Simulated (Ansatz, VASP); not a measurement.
# One calculation of TaN, two programs

```
Ta N
1.0
     2.92177    0.00000    0.00000
    -1.46088    2.53033    0.00000
     0.00000    0.00000    5.91652
Ta N
2 2
Direct
  0.00000 0.00000 0.50000
  0.00000 0.00000 0.00000
  0.33333 0.66667 0.25000
  0.66667 0.33333 0.75000
```

Alike in both runs: task single point; functional PBE; k mesh 10 × 10 × 5; occupations gaussian, width 0.012 eV; no spin polarisation.

|  | VASP | Ansatz |
| --- | --- | --- |
| version | VASP 6.6.1 | Ansatz 0.2.0 |
| potentials or method | VASP PAW PBE potentials, release 64 (Ta_pv, N) | Ansatz PAW |
| plane-wave cutoff (eV) | 520 | 420 |
| valence electrons in the cell | 32 | 36 |

Ansatz gave:

```
gap on the k mesh at the Fermi level (eV)                     : none
pressure (GPa)                                                : -1.1
traceless stress, the component that is largest in VASP (GPa) : 0.10
```

**Question.** Estimate VASP's values.

**Answer.** gap on the k mesh at the Fermi level (eV): none; pressure (GPa): -0.4; traceless stress, the component that is largest in VASP (GPa): 0.16.

A gap of «none» marks a metal or a gap that the smearing closes. VASP's potentials hold 32 valence electrons a cell and Ansatz's 36, so a difference there can come from the potentials and not from the codes.

Neither program's run includes spin-orbit coupling.
